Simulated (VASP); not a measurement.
Set up this calculation in VASP 6.6.1, as the native input.

| Item | Value |
| --- | --- |
| Task | relaxation of the atoms |
| Functional | PBEsol |
| Potentials or basis | VASP PAW PBE potentials, release 64 (Si, N) |
| Cutoff | 520 eV |
| k mesh | 6 × 6 × 6 |
| Occupations | gaussian, width 0.02 eV |
| Spin | no spin polarisation |
| Dipole correction | no |
| Further INCAR settings | ALGO = Normal; EDIFF = 1e-06; IBRION = 2; EDIFFG = -0.01; NSW = 50 |

The structure of Si3N4 lies in POSCAR:

```
Si3N4
1.0
    0.0000000000      3.9103180177      3.9103180177
    3.9103180177      0.0000000000      3.9103180177
    3.9103180177      3.9103180177      0.0000000000
Si N
6 8
Direct
    0.1250000000      0.1250000000      0.6250000000
    0.1250000000      0.6250000000      0.1250000000
    0.6250000000      0.1250000000      0.1250000000
    0.1250000000      0.1250000000      0.1250000000
    0.7500000000      0.7500000000      0.7500000000
    0.5000000000      0.5000000000      0.5000000000
    0.3675496349      0.3675496349      0.3675496349
    0.3526489046      0.8824503651      0.8824503651
    0.8824503651      0.8824503651      0.3526489046
    0.8824503651      0.3526489046      0.8824503651
    0.3675496349      0.3675496349      0.8973510954
    0.3675496349      0.8973510954      0.3675496349
    0.8824503651      0.8824503651      0.8824503651
    0.8973510954      0.3675496349      0.3675496349
```

This cell differs from its parent crystal: volume scaled by 1.03.

The input as run:

INCAR

```
  PREC = Accurate
  ENCUT = 520
  EDIFF = 1E-6
  ISMEAR = 0
  SIGMA = 0.02
  LREAL = F
  LASPH = T
  NELM = 100
  ALGO = Normal
  ISIF = 2
  LWAVE = F
  LCHARG = F
  GGA = PS
  IBRION = 2
  NSW = 50
  EDIFFG = -0.01
```

KPOINTS

```
regular mesh
0
Gamma
  6 6 6
```

Potentials or basis: VASP PAW PBE potentials, release 64 (Si, N).

Launch:

```sh
$ cat potpaw_PBE.64/Si/POTCAR potpaw_PBE.64/N/POTCAR > POTCAR
$ mpirun -np 1 vasp_std > vasp.out
```

It gave:

```json
{"Energy gained by relaxing": "0.1 meV/atom", "Ionic steps": "3", "Pressure after relaxing": "-8.3 GPa", "Band gap on the k mesh": "3.17 eV, indirect (least direct gap 3.21 eV)"}
```

Caveat: the PAW data sets were made with another functional, which shifts forces and pressure a little.

Wall time 92 s on 1 thread of Intel(R) Xeon(R) 6975P-C (Granite Rapids) (shared host), peak memory 0.27 GiB.
